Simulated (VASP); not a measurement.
## LiH17O9: single point with r2SCAN+D3(BJ)

The system is LiH17O9.

```
O H Li
1.0
     6.57314    0.00000    0.00000
     0.00000    6.57314    0.00000
     0.00000    0.00000    6.57314
O H Li
9 17 1
Direct
  0.79384 0.43862 0.98362
  0.17540 0.37028 0.51748
  0.40460 0.76212 0.87022
  0.69137 0.69936 0.44988
  0.89409 0.16750 0.31845
  0.01091 0.78666 0.69551
  0.59900 0.18468 0.63145
  0.40923 0.39992 0.11734
  0.90589 0.79758 0.12633
  0.84060 0.58867 0.02873
  0.88661 0.34104 0.06369
  0.26894 0.27999 0.58477
  0.24451 0.42082 0.40958
  0.26520 0.73577 0.85696
  0.45586 0.65295 0.94781
  0.65593 0.56465 0.41114
  0.77966 0.75276 0.33451
  0.00089 0.20267 0.40699
  0.91471 0.02693 0.25597
  0.95845 0.66163 0.64134
  0.96691 0.78310 0.84514
  0.67240 0.19120 0.49311
  0.67549 0.25878 0.72635
  0.56822 0.38015 0.09807
  0.34521 0.28528 0.05200
  0.03329 0.75655 0.18322
  0.60682 0.88287 0.67126
```

```json
{"Program": "VASP 6.6.1", "Task": "single point", "Functional": "r2SCAN", "Dispersion": "D3(BJ)", "Potentials or basis": "VASP PAW PBE potentials, release 64 (O, H, Li_sv)", "Cutoff": "720 eV", "k mesh": "1 × 1 × 1", "Occupations": "fermi-dirac, width 0.05 eV", "Spin": "no spin polarisation", "Dipole correction": "no", "Further INCAR settings": "ALGO = Normal; EDIFF = 1e-06; NBANDS = 56"}
```

| Property | Result |
| --- | --- |
| Pressure | -1.2 GPa |
| Largest force | 4.098 eV/Å |
| Dispersion energy per atom | -0.018 eV |

Forces in eV/Å, atoms in the order of the input:
```
O    1.483 -0.226  1.204
O   -2.088 -1.405  3.140
O    1.808  1.519 -0.594
O    0.189  0.880  0.117
O   -1.889 -1.434 -1.814
O   -0.375  0.432  2.358
O   -0.541 -1.356 -2.733
O    2.083 -0.223  0.249
O   -0.438  0.037 -0.176
H   -0.393 -1.293  0.068
H   -1.417  1.410 -0.835
H    0.376  0.019  0.158
H    2.124  1.401 -3.212
H   -1.759 -0.115 -0.736
H    0.391 -1.210  0.922
H   -0.346 -0.578 -0.200
H   -0.341 -0.323 -0.160
H    1.519  0.533  1.037
H   -0.259  0.864  0.265
H   -0.051 -0.315 -0.239
H    0.468  0.307 -1.406
H   -0.231 -0.012  1.622
H    1.113  1.200  1.143
H   -2.103  0.469 -0.208
H    0.123 -0.090  0.002
H    0.690 -0.210  0.062
Li  -0.137 -0.281 -0.034
```

Stress tensor (GPa, compression positive):
```
-0.01  1.41  1.96
 1.41 -1.89 -0.64
 1.96 -0.64 -1.56
```

Levels at points of the mesh, in eV from the Fermi level:
```csv
k point,band 33,band 34,band 35,band 36,band 37,band 38,band 39,band 40,band 41,band 42
"(0.00, 0.00, 0.00)",-2.21,-2.08,-1.76,-1.51,-1.31,3.33,6.56,6.66,6.86,7.28
```

Wall time 3 min on 1 thread of Intel(R) Xeon(R) Platinum 8259CL CPU @ 2.50GHz (Skylake/Cascade Lake), with other jobs on the host, peak memory 0.52 GiB.

Caveat: the k points lie up to 0.96 Å⁻¹ apart; the atoms stand as in a frame of molecular dynamics; the PAW data sets were made with another functional, which shifts forces and pressure a little.
